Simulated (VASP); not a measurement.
# SiC (d.b) (F-43m) in VASP: notebook

SiC (d.b) is run at these levels: PBE+D3(BJ); tasks: single point.

Everything below comes from runs of VASP 6.6.1. Logs are shortened: lines on timing, memory, paths and dates and some standing lists are left out, and cuts for length are marked.

### 1 The cell of the first run

The structure is cubic, space group F-43m (No. 216). Conventional cell: a = 4.349 Å, b = 4.349 Å, c = 4.349 Å, α = 90.00°, β = 90.00°, γ = 90.00°. Si (site symmetry -43m) has 4 C at 1.88 Å within 2.5 Å. C (site symmetry -43m) has 4 Si at 1.88 Å within 2.5 Å.

### 2 Single point, PBE+D3(BJ)

The input, INCAR:

```
SYSTEM = SiC
  PREC = Accurate
  ENCUT = 600
  EDIFF = 1E-6
  ISMEAR = 0
  SIGMA = 0.02
  LREAL = .False.
  LASPH = .True.
  NELM = 120
  ALGO = Normal
  ISIF = 2
  LWAVE = .False.
  LCHARG = .False.
  GGA = PE
  IVDW = 12
  NBANDS = 11
  GGA_COMPAT = .False.
```

The input, KPOINTS:

```
Automatic mesh
0
Gamma
  10 10 10
  0 0 0
```

The input, POSCAR:

```
SiC
1.0
    0.0000000000      2.1743829895      2.1743829895
    2.1743829895      0.0000000000      2.1743829895
    2.1743829895      2.1743829895      0.0000000000
Si C
1 1
Direct
    0.0000000000      0.0000000000      0.0000000000
    0.2500000000      0.2500000000      0.2500000000
```

Potentials or basis: VASP PAW PBE potentials, release 64 (Si, C).

Started as:

```console
> cat potpaw_PBE.64/Si/POTCAR potpaw_PBE.64/C/POTCAR > POTCAR
> mpirun -np 1 vasp_std > vasp.out
```

OUTCAR:

```text
SYSTEM = SiC
   PREC = Accurate
   ENCUT = 600
   EDIFF = 1E-6
   ISMEAR = 0
   LREAL = .False.
   LASPH = .True.
   NELM = 120
   ISIF = 2
   GGA = PE
   IVDW = 12
 IVDW          = 12

 ion  position               nearest neighbor table
   1  0.000  0.000  0.000-   2 1.88   2 1.88   2 1.88   2 1.88
   2  0.250  0.250  0.250-   1 1.88   1 1.88   1 1.88   1 1.88

  LATTYP: Found a face centered cubic cell.
 ALAT       =     4.3487659790

  Lattice vectors:

 A1 = (   0.0000000000,   2.1743829895,   2.1743829895)
 A2 = (   2.1743829895,   0.0000000000,   2.1743829895)
 A3 = (   2.1743829895,   2.1743829895,   0.0000000000)

Analysis of symmetry for initial positions (statically):
=====================================================================
 Subroutine PRICEL returns:
 Original cell was already a primitive cell.

 Routine SETGRP: Setting up the symmetry group for a
 face centered cubic supercell.

 Subroutine GETGRP returns: Found 24 space group operations
 (whereof 24 operations were pure point group operations)
 out of a pool of 48 trial point group operations.

The static configuration has the point symmetry T_d .

Analysis of symmetry for dynamics (positions and initial velocities):
=====================================================================
 Subroutine PRICEL returns:
 Original cell was already a primitive cell.

 Routine SETGRP: Setting up the symmetry group for a
 face centered cubic supercell.

 Subroutine GETGRP returns: Found 24 space group operations
 (whereof 24 operations were pure point group operations)
 out of a pool of 48 trial point group operations.

The dynamic configuration has the point symmetry T_d .

 Subroutine INISYM returns: Found 24 space group operations
 (whereof 24 operations are pure point group operations),
 and found     1 'primitive' translations

----------------------------------------------------------------------------------------

                                     Primitive cell

  volume of cell :      20.5607

  direct lattice vectors                    reciprocal lattice vectors
     0.000000000  2.174382990  2.174382990    -0.229950290  0.229950290  0.229950290
     2.174382990  0.000000000  2.174382990     0.229950290 -0.229950290  0.229950290
     2.174382990  2.174382990  0.000000000     0.229950290  0.229950290 -0.229950290

  length of vectors
     3.075041914  3.075041914  3.075041914     0.398285586  0.398285586  0.398285586

  position of ions in fractional coordinates (direct lattice)
     0.000000000  0.000000000  0.000000000
     0.250000000  0.250000000  0.250000000

  ion indices of the primitive-cell ions
   primitive index   ion index
                 1           1
                 2           2

----------------------------------------------------------------------------------------

 KPOINTS: Automatic mesh

Automatic generation of k-mesh.
 Grid dimensions read from file:
 generate k-points for:   10   10   10

 Generating k-lattice:

  Cartesian coordinates                     Fractional coordinates (reciprocal lattice)
    -0.022995029  0.022995029  0.022995029     0.100000000  0.000000000  0.000000000
     0.022995029 -0.022995029  0.022995029     0.000000000  0.100000000  0.000000000
     0.022995029  0.022995029 -0.022995029     0.000000000  0.000000000  0.100000000

  Length of vectors
     0.039828559  0.039828559  0.039828559

  Shift w.r.t. Gamma in fractional coordinates (k-lattice)
     0.000000000  0.000000000  0.000000000

 Subroutine IBZKPT returns following result:
 ===========================================

 Found     47 irreducible k-points:

 Following reciprocal coordinates:
            Coordinates               Weight
  0.000000  0.000000  0.000000      1.000000
  0.100000  0.000000  0.000000      8.000000
  0.200000  0.000000  0.000000      8.000000
  0.300000  0.000000  0.000000      8.000000
  0.400000  0.000000  0.000000      8.000000
  0.500000  0.000000  0.000000      4.000000
[... 16 lines left out ...]
  0.300000  0.300000  0.000000      6.000000
  0.400000  0.300000  0.000000     24.000000
 [... further k-points ...]
   k-points           NKPTS =     47   k-points in BZ     NKDIM =     47   number of bands    NBANDS=     11
   number of dos      NEDOS =    301   number of ions     NIONS =      2
   total plane-waves  NPLWV =  21952
   dimension x,y,z NGX =    28 NGY =   28 NGZ =   28
   dimension x,y,z NGXF=    56 NGYF=   56 NGZF=   56
   ions per type =               1   1
   NGX,Y,Z   is equivalent  to a cutoff of  15.14, 15.14, 15.14 a.u.
   NGXF,Y,Z  is equivalent  to a cutoff of  30.28, 30.28, 30.28 a.u.
 SYSTEM =  SiC
   PREC   = accura    normal or accurate (medium, high low for compatibility)
   ISTART =      0    job   : 0-new  1-cont  2-samecut
   ICHARG =      2    charge: 1-file 2-atom 10-const
   ISPIN  =      1    spin polarized calculation?
   LNONCOLLINEAR =      F non collinear calculations
   LSORBIT =      F    spin-orbit coupling
   LASPH  =      T    aspherical Exc in radial PAW
   ENCUT  =  600.0 eV  44.10 Ry    6.64 a.u.   6.14  6.14  6.14*2*pi/ulx,y,z
   NELM   =    120;   NELMIN=  2; NELMDL= -5     # of ELM steps
   EDIFF  = 0.1E-05   stopping-criterion for ELM
   LREAL  =      F    real-space projection
   EDIFFG = 0.1E-04   stopping-criterion for IOM
   NSW    =      0    number of steps for IOM
   IBRION =     -1    ionic relax: 0-MD 1-quasi-New 2-CG
   NFREE  =      0    steps in history (QN), initial steepest desc. (CG)
   ISIF   =      2    stress and relaxation
   ISYM   =      2    0-nonsym 1-usesym 2-fastsym
   POTIM  = 0.5000    time-step for ionic-motion
   TEBEG  =    0.0;   TEEND  =   0.0 temperature during run
   PSTRESS=    0.0 pullay stress
   NELECT =       8.0000    total number of electrons
   NUPDOWN=      -1.0000    fix difference up-down
   EMIN   =  10.00;   EMAX   =-10.00  energy-range for DOS
   EFERMI =   0.00;   METHOD = LEGACY
   ISMEAR =     0;   SIGMA  =   0.02  broadening in eV -4-tet -1-fermi 0-gaus
   EFERMI_NEDOS =   21; number of points for ismear=-14 and -15
   IALGO  =     38    algorithm
   IMIX   =      4    mixing-type and parameters
     AMIX     =   0.40;   BMIX     =  1.00
     AMIX_MAG =   1.60;   BMIX_MAG =  1.00
  volume/ion in A,a.u.               =      10.28        69.38
  Fermi-wavevector in a.u.,A,eV,Ry     =   1.195158  2.258522 19.434609  1.428404
  Thomas-Fermi vector in A             =   2.331131
   LORBIT       =      0    0 simple, 1 ext, 2 COOP (PROOUT), +10 PAW based schemes
   GGA     = PE    functional components
   LHFCALC =     F    Hartree Fock is set to
   AEXX    =    0.0000 exact exchange contribution
   IVDW    =    12    specifies the selected vdW correction
   LEPSILON=     F    determine dielectric tensor
   LRPA    =     F    only Hartree local field effects (RPA)
 non-spin polarized calculation
 Gauss-broadening in eV      SIGMA  =   0.02
  energy-cutoff  :      600.00
  volume of cell :       20.56
 maximum number of plane-waves:       701
 NGX is ok and might be reduce to    28
   NGX = 13   NGY = 13   NGZ = 13

 number of electron       8.0000000 magnetization

 Free energy of the ion-electron system (eV)
  ---------------------------------------------------
  ext. energy  EPLUGINS =         0.00000000
  ---------------------------------------------------
  free energy    TOTEN  =       -15.05588460 eV

  energy without entropy =      -15.05588460  energy(sigma->0) =      -15.05588460

 E-fermi :   8.3729     XC(G=0): -11.3840

 val. band max:        8.1777970310   @ k =   0.0000   0.0000   0.0000
 cond. band min:       9.5291667243   @ k =   0.5000   0.5000   0.0000
 fundamental gap:      1.3513696933
 Fermi energy:         8.3729219798

 k-point     1 :       0.0000    0.0000    0.0000
  band No.  band energies     occupation
      1      -7.2754      2.00000
      2       8.1778      2.00000
      3       8.1778      2.00000
      4       8.1778      2.00000
      5      14.4859      0.00000
      6      15.5302      0.00000
      7      15.5302      0.00000
      8      15.5302      0.00000
      9      22.7225      0.00000
     10      22.7225      0.00000
     11      24.7579      0.00000

 k-point     2 :       0.1000    0.0000    0.0000
  band No.  band energies     occupation
      1      -7.0790      2.00000
      2       7.1687      2.00000
      3       8.0440      2.00000
      4       8.0440      2.00000
      5      14.7378      0.00000
      6      15.7744      0.00000
      7      15.7744      0.00000
      8      15.8133      0.00000
      9      21.7707      0.00000
     10      21.7707      0.00000
     11      24.5180      0.00000

 k-point     3 :       0.2000    0.0000    0.0000
  band No.  band energies     occupation
      1      -6.4986      2.00000
      2       5.0437      2.00000
      3       7.7369      2.00000
      4       7.7369      2.00000
      5      14.4399      0.00000
      6      16.1323      0.00000
      7      16.1323      0.00000
      8      17.0205      0.00000
      9      21.1056      0.00000
     10      21.1056      0.00000
     11      23.6260      0.00000
[... 267 lines left out ...]
 k-point    23 :       0.3000    0.3000    0.0000
  band No.  band energies     occupation
      1      -4.9912      2.00000
      2       3.8183      2.00000
      3       5.8068      2.00000
      4       5.8068      2.00000
      5      11.3567      0.00000
      6      13.8161      0.00000
      7      19.7751      0.00000
      8      19.7751      0.00000
      9      20.6658      0.00000
     10      25.3193      0.00000
     11      29.9345      0.00000

 k-point    24 :       0.4000    0.3000    0.0000
  band No.  band energies     occupation
      1      -4.1175      2.00000
      2       2.5909      2.00000
      3       5.0142      2.00000
      4       5.5435      2.00000
      5      11.0528      0.00000
      6      13.8295      0.00000
      7      19.8686      0.00000
      8      20.1708      0.00000
      9      22.0209      0.00000
     10      26.3145      0.00000
     11      29.5364      0.00000

 [... further k-points ...]

------------------------ aborting loop because EDIFF is reached ----------------------------------------

 Edisp (eV)   -0.60607

 E8    (eV) :    -0.2278

  FORCE on cell =-STRESS in cart. coord.  units (eV):
  Direction    XX          YY          ZZ          XY          YZ          ZX
  --------------------------------------------------------------------------------------
  -------------------------------------------------------------------------------------
  Total      -0.02621    -0.02621    -0.02621     0.00000     0.00000     0.00000
  in kB      -2.04264    -2.04264    -2.04264     0.00000     0.00000     0.00000
  external pressure =       -2.04 kB  Pullay stress =        0.00 kB

 VOLUME and BASIS-vectors are now :
 -----------------------------------------------------------------------------
  energy-cutoff  :      600.00
  volume of cell :       20.56
      direct lattice vectors                 reciprocal lattice vectors
     0.000000000  2.174382990  2.174382990    -0.229950290  0.229950290  0.229950290
     2.174382990  0.000000000  2.174382990     0.229950290 -0.229950290  0.229950290
     2.174382990  2.174382990  0.000000000     0.229950290  0.229950290 -0.229950290

 POSITION                                       TOTAL-FORCE (eV/Angst)
 -----------------------------------------------------------------------------------
      0.00000      0.00000      0.00000        -0.000000     -0.000000     -0.000000
      1.08719      1.08719      1.08719         0.000000      0.000000      0.000000
 -----------------------------------------------------------------------------------
    total drift:                               -0.000000     -0.000000     -0.000000

  FREE ENERGIE OF THE ION-ELECTRON SYSTEM (eV)
  ---------------------------------------------------
  free  energy   TOTEN  =       -15.6619579799 eV

  energy  without entropy=      -15.6619579799  energy(sigma->0) =      -15.66195798
```

It took 6.7 s on 1 thread of Intel Xeon 6975P-C (Granite Rapids), shared host; peak memory 0.16 GiB.

What came out:

| Item | Value |
| --- | --- |
| Free energy | -15.6620 eV |
| Pressure | -0.2 GPa |
| Band gap on the k mesh | 1.35 eV, indirect (least direct gap 4.55 eV) |
| Dispersion energy per atom | -0.303 eV |

Levels at points of the mesh, in eV from the valence-band top:
```
           k point  band 2  band 3  band 4  band 5  band 6  band 7
(0.00, 0.00, 0.00)    0.00    0.00    0.00    6.31    7.35    7.35
(0.50, 0.00, 0.00)   -8.57   -1.05   -1.05    5.49    7.25    7.25
(0.50, 0.50, 0.00)   -7.81   -3.20   -3.20    1.35    4.35   14.11
```

### 3 Single point, PBE+D3(BJ)

The input, INCAR:

```
PREC = Accurate ; ENCUT = 600
EDIFF = 1E-6 ; ISMEAR = 0
SIGMA = 0.02 ; LREAL = False
LASPH = True ; NELM = 120
ALGO = Normal ; ISIF = 2
LWAVE = False ; LCHARG = True
GGA = PE ; IVDW = 12
LELF = True ; LVHAR = True
NBANDS = 11 ; GGA_COMPAT = False
```

The input, KPOINTS:

```
regular mesh
0
Gamma
  12 12 12
```

POSCAR is that of step 2.

Potentials or basis: VASP PAW PBE potentials, release 64 (Si, C).

Started as:

```console
> cat potpaw_PBE.64/Si/POTCAR potpaw_PBE.64/C/POTCAR > POTCAR
> mpirun -np 1 vasp_std > vasp.out
```

OUTCAR:

```text
PREC = Accurate
   ENCUT = 600
   EDIFF = 1E-6
   ISMEAR = 0
   LREAL = False
   LASPH = True
   NELM = 120
   ISIF = 2
   GGA = PE
   IVDW = 12
 IVDW          = 12

 ion  position               nearest neighbor table
   1  0.000  0.000  0.000-   2 1.88   2 1.88   2 1.88   2 1.88
   2  0.250  0.250  0.250-   1 1.88   1 1.88   1 1.88   1 1.88

  LATTYP: Found a face centered cubic cell.
 ALAT       =     4.3487659790

  Lattice vectors:

 A1 = (   0.0000000000,   2.1743829895,   2.1743829895)
 A2 = (   2.1743829895,   0.0000000000,   2.1743829895)
 A3 = (   2.1743829895,   2.1743829895,   0.0000000000)

Analysis of symmetry for initial positions (statically):
=====================================================================
 Subroutine PRICEL returns:
 Original cell was already a primitive cell.

 Routine SETGRP: Setting up the symmetry group for a
 face centered cubic supercell.

 Subroutine GETGRP returns: Found 24 space group operations
 (whereof 24 operations were pure point group operations)
 out of a pool of 48 trial point group operations.

The static configuration has the point symmetry T_d .

Analysis of symmetry for dynamics (positions and initial velocities):
=====================================================================
 Subroutine PRICEL returns:
 Original cell was already a primitive cell.

 Routine SETGRP: Setting up the symmetry group for a
 face centered cubic supercell.

 Subroutine GETGRP returns: Found 24 space group operations
 (whereof 24 operations were pure point group operations)
 out of a pool of 48 trial point group operations.

The dynamic configuration has the point symmetry T_d .

 Subroutine INISYM returns: Found 24 space group operations
 (whereof 24 operations are pure point group operations),
 and found     1 'primitive' translations

----------------------------------------------------------------------------------------

                                     Primitive cell

  volume of cell :      20.5607
[... 117 lines left out ...]
   IVDW    =    12    specifies the selected vdW correction
   LEPSILON=     F    determine dielectric tensor
   LRPA    =     F    only Hartree local field effects (RPA)
 non-spin polarized calculation
 Gauss-broadening in eV      SIGMA  =   0.02
  energy-cutoff  :      600.00
  volume of cell :       20.56
 maximum number of plane-waves:       701
 NGX is ok and might be reduce to    28
   NGX = 13   NGY = 13   NGZ = 13

 number of electron       8.0000000 magnetization

 Free energy of the ion-electron system (eV)
  ---------------------------------------------------
  ext. energy  EPLUGINS =         0.00000000
  ---------------------------------------------------
  free energy    TOTEN  =       -15.05601911 eV

  energy without entropy =      -15.05601911  energy(sigma->0) =      -15.05601911

 E-fermi :   8.3428     XC(G=0): -11.3841

 val. band max:        8.1776390120   @ k =   0.0000   0.0000   0.0000
 cond. band min:       9.5291317454   @ k =   0.5000   0.5000   0.0000
 fundamental gap:      1.3514927334
 Fermi energy:         8.3428155762

 k-point     1 :       0.0000    0.0000    0.0000
  band No.  band energies     occupation
      1      -7.2754      2.00000
      2       8.1776      2.00000
      3       8.1776      2.00000
      4       8.1776      2.00000
      5      14.4858      0.00000
      6      15.5302      0.00000
      7      15.5302      0.00000
      8      15.5302      0.00000
      9      22.7225      0.00000
     10      22.7225      0.00000
     11      24.7578      0.00000
[... 309 lines left out ...]
 k-point    24 :      -0.4167    0.1667    0.0000
  band No.  band energies     occupation
      1      -3.3619      2.00000
      2       0.1396      2.00000
      3       5.0844      2.00000
      4       6.6630      2.00000
      5      13.3447      0.00000
      6      15.9606      0.00000
      7      16.7543      0.00000
      8      19.4158      0.00000
      9      22.9309      0.00000
     10      23.6342      0.00000
     11      26.4176      0.00000

 [... further k-points ...]

------------------------ aborting loop because EDIFF is reached ----------------------------------------

 Edisp (eV)   -0.60607

 E8    (eV) :    -0.2278

  FORCE on cell =-STRESS in cart. coord.  units (eV):
  Direction    XX          YY          ZZ          XY          YZ          ZX
  --------------------------------------------------------------------------------------
  -------------------------------------------------------------------------------------
  Total      -0.02642    -0.02642    -0.02642    -0.00000    -0.00000     0.00000
  in kB      -2.05869    -2.05869    -2.05869    -0.00000    -0.00000     0.00000
  external pressure =       -2.06 kB  Pullay stress =        0.00 kB

 VOLUME and BASIS-vectors are now :
 -----------------------------------------------------------------------------
  energy-cutoff  :      600.00
  volume of cell :       20.56
      direct lattice vectors                 reciprocal lattice vectors
     0.000000000  2.174382990  2.174382990    -0.229950290  0.229950290  0.229950290
     2.174382990  0.000000000  2.174382990     0.229950290 -0.229950290  0.229950290
     2.174382990  2.174382990  0.000000000     0.229950290  0.229950290 -0.229950290

 POSITION                                       TOTAL-FORCE (eV/Angst)
 -----------------------------------------------------------------------------------
      0.00000      0.00000      0.00000         0.000000      0.000000      0.000000
      1.08719      1.08719      1.08719        -0.000000     -0.000000     -0.000000
 -----------------------------------------------------------------------------------
    total drift:                               -0.000000     -0.000000     -0.000000

  FREE ENERGIE OF THE ION-ELECTRON SYSTEM (eV)
  ---------------------------------------------------
  free  energy   TOTEN  =       -15.6620924984 eV

  energy  without entropy=      -15.6620924984  energy(sigma->0) =      -15.66209250
```

OSZICAR:

```text
N       E                     dE             d eps       ncg     rms          rms(c)
DAV:   1     0.559821332293E+01    0.55982E+01   -0.43321E+03  1624   0.703E+02
DAV:   2    -0.162200819962E+02   -0.21818E+02   -0.20966E+02  1930   0.119E+02
DAV:   3    -0.169251421576E+02   -0.70506E+00   -0.70347E+00  1928   0.177E+01
DAV:   4    -0.169279398307E+02   -0.27977E-02   -0.27974E-02  1825   0.137E+00
DAV:   5    -0.169279519626E+02   -0.12132E-04   -0.12132E-04  1925   0.860E-02    0.887E+00
DAV:   6    -0.151151423013E+02    0.18128E+01   -0.64962E+00  1767   0.114E+01    0.393E+00
DAV:   7    -0.150636320805E+02    0.51510E-01   -0.39335E-01  1890   0.358E+00    0.179E+00
DAV:   8    -0.150558008340E+02    0.78312E-02   -0.20367E-02  1782   0.956E-01    0.171E-01
DAV:   9    -0.150559076052E+02   -0.10677E-03   -0.16248E-03  1960   0.231E-01    0.113E-01
DAV:  10    -0.150560166168E+02   -0.10901E-03   -0.23547E-04  1779   0.935E-02    0.262E-02
DAV:  11    -0.150560187218E+02   -0.21049E-05   -0.41891E-05  1896   0.337E-02    0.693E-03
DAV:  12    -0.150560191150E+02   -0.39321E-06   -0.19556E-06  1559   0.846E-03
   1 F= -.15662092E+02 E0= -.15662092E+02  d E =-.467209E-34
```

It took 13 s on 1 thread of Intel Xeon 6975P-C (Granite Rapids), shared host; peak memory 0.17 GiB.

What came out:

| Quantity | Value |
| --- | --- |
| Free energy | -15.6621 eV |
| Pressure | -0.2 GPa |
| Band gap on the k mesh | 1.35 eV, indirect (least direct gap 4.55 eV) |
| Dispersion energy per atom | -0.303 eV |
